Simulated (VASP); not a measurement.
Write the native input for VASP 6.6.1 that does the following.

```
Task                   : single point
Functional             : LDA
Potentials or basis    : VASP PAW LDA potentials, release 64 (Zn)
Cutoff                 : 520 eV
k mesh                 : 19 × 19 × 9
Occupations            : methfessel-paxton, width 0.1 eV
Spin                   : no spin polarisation
Dipole correction      : no
Further INCAR settings : ALGO = Normal; EDIFF = 1e-06; NBANDS = 19
```

The structure of Zn lies in POSCAR:

```
Zn
1.0
    2.5804833786      0.0000000000      0.0000000000
   -1.2902416893      2.2347641599      0.0000000000
    0.0000000000      0.0000000000      4.6765481303
Zn
2
Direct
    0.3333333333      0.6666666667      0.2500000000
    0.6666666667      0.3333333333      0.7500000000
```

The input as run:

INCAR

```
SYSTEM = Zn
ALGO     = Normal         ! electronic algorithm
EDIFF    = 1E-6           ! SCF threshold, eV
ENCUT    = 520            ! plane-wave cutoff, eV
GGA      = CA             ! functional
ISIF     = 2              ! what is computed and relaxed
ISMEAR   = 1              ! smearing method
LASPH    = .True.         ! aspherical terms in the spheres
LCHARG   = .False.        ! write CHGCAR
LREAL    = .False.        ! projectors in reciprocal space
LWAVE    = .False.        ! write WAVECAR
NBANDS   = 19             ! bands
NELM     = 60             ! most SCF steps
PREC     = Accurate       ! precision mode
SIGMA    = 0.1            ! smearing width, eV
```

KPOINTS

```
k-points
0
Gamma
  19 19 9
  0 0 0
```

Potentials or basis: VASP PAW LDA potentials, release 64 (Zn).

Command:

```console
$ cat potpaw_LDA.64/Zn/POTCAR > POTCAR
$ mpirun -np 1 vasp_std > vasp.out
```

Results of the run:

The pressure is 0.7 GPa and the band gap on the k mesh is zero (band 12 reaches 5.60 eV, above the bottom of band 13 at 1.11 eV).

Run time: 29 s on 1 thread of Intel(R) Xeon(R) 6975P-C (Granite Rapids) (shared host), peak memory 0.19 GiB.
